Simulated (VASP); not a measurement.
Crystal: Pt.

```
Pt
1.0
     0.00000    1.96000    1.96000
     1.96000    0.00000    1.96000
     1.96000    1.96000    0.00000
Pt
1
Direct
  0.00000 0.00000 0.00000
```

| Property | Result |
| --- | --- |
| Program | VASP 6.6.1 |
| Task | relaxation of cell and atoms |
| Functional | PBE |
| Potentials or basis | VASP PAW PBE potentials, release 64 (Pt) |
| Cutoff | 600 eV |
| k mesh | 36 × 36 × 36 |
| Occupations | gaussian, width 0.1 eV |
| Spin | no spin polarisation |

At the start: pressure 10.0 GPa; volume 15.06 Å³/atom.

Task: Where does the relaxation end?

Result: Over 19 steps the energy falls by 16.7 meV/atom and the volume is 15.62 Å³/atom (+3.7 %); space group Fm-3m (No. 225, to 0.05 Å).

The path:
```
step  energy change (eV)  largest force (eV/Å)  pressure (GPa)  volume (Å³)
   1              0.0000                0.0000           10.00        15.06
   2              0.0851                0.0000          -18.47        17.20
   3             -0.0167                0.0000           -0.31        15.64
   4             -0.0167                0.0000           -0.05        15.62
   5             -0.0167                0.0000            0.10        15.61
   6             -0.0167                0.0000            0.13        15.61
   7             -0.0167                0.0000            0.13        15.61
   8             -0.0167                0.0000            0.12        15.61
   9             -0.0167                0.0000            0.12        15.61
  10             -0.0167                0.0000            0.12        15.61
  11             -0.0167                0.0000            0.12        15.61
  12             -0.0167                0.0000            0.12        15.61
  13             -0.0167                0.0000            0.12        15.61
  14             -0.0167                0.0000            0.12        15.61
  15             -0.0167                0.0000            0.11        15.61
  16             -0.0167                0.0000            0.11        15.61
  17             -0.0167                0.0000            0.04        15.61
  18             -0.0167                0.0000           -0.04        15.62
  19             -0.0167                0.0000            0.01        15.62
```

Final structure:
```yaml
crystal:
  lattice:
    - [0.00000, 1.98386, 1.98386]
    - [1.98386, 0.00000, 1.98386]
    - [1.98386, 1.98386, 0.00000]
  atoms:
    - { symbol: Pt, position: [0.00000, 0.00000, 0.00000] }
```
